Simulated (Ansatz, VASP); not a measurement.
This is a calculation of V for VASP 6.6.1.

INCAR

```
SYSTEM = V
  PREC = Accurate
  ENCUT = 520
  EDIFF = 1E-7
  ISMEAR = -1
  SIGMA = 0.05
  LREAL = .FALSE.
  LASPH = .TRUE.
  NELM = 150
  ALGO = Normal
  ISIF = 2
  LWAVE = .FALSE.
  LCHARG = .FALSE.
  ISPIN = 2
  MAGMOM = 2
  LORBIT = 11
  LMAXMIX = 4
  GGA = PS
  NBANDS = 16
```

KPOINTS

```
regular mesh
0
G
  11 11 1
  0 0 0
```

POSCAR

```
V
1.0
    2.2955200000      0.0000000000      0.0000000000
    0.0000000000      2.2955200000      0.0000000000
    0.0000000000      0.0000000000     23.8000000000
V
1
Direct
    0.5000000000      0.5000000000      0.2941200000
```

Potentials or basis: VASP PAW PBE potentials, release 64 (V_sv).

Command:

```console
$ cat potpaw_PBE.64/V_sv/POTCAR > POTCAR
$ mpirun -np 1 vasp_std > vasp.out
```

Problem. Translate it to Ansatz 0.2.0. Potentials there: all-electron LAPW, scalar-relativistic.

Solution. As run (the cutoff follows the program's own potentials):

The input input.yaml:

```yaml
crystal:
  lattice:
    - [2.29552, 0.0, 0.0]
    - [0.0, 2.29552, 0.0]
    - [0.0, 0.0, 23.8]
  atoms:
    - { symbol: V, position: [0.5, 0.5, 0.29412], spin: 2.0 }
kpoints:
  mp_grid: { grid: [11, 11, 1] }
scf:
  occupations: { method: fermi_dirac, width: 0.05 }
hamiltonian:
  xc: pbesol
  pseudopotentials: { kind: all_electron, lapw: { basis_error: 0.002 } }
magnetization:
  spin_polarized: true
output:
  forces: true
  stress: true
  eigenvalues: true
```

Potentials or basis: all-electron LAPW, scalar-relativistic.

Run with:

```console
$ ansatz run input.yaml --threads 2 --pin off --max-ram 8192MiB --backend cpu --events-out ev --progress --plain --runs-dir out
```

Both were run:

|  | VASP | Ansatz | Ansatz less VASP |
| --- | --- | --- | --- |
| gap on the k mesh at the Fermi level (eV) | none | none | - |
| net moment per atom (μB) | 0.00 | 0.00 | 0.000 |

VASP's potentials were made for PBE, not for PBEsol. A gap of «none» marks a metal or a gap that the smearing closes. Ansatz ran all-electron here, and VASP with PAW potentials.
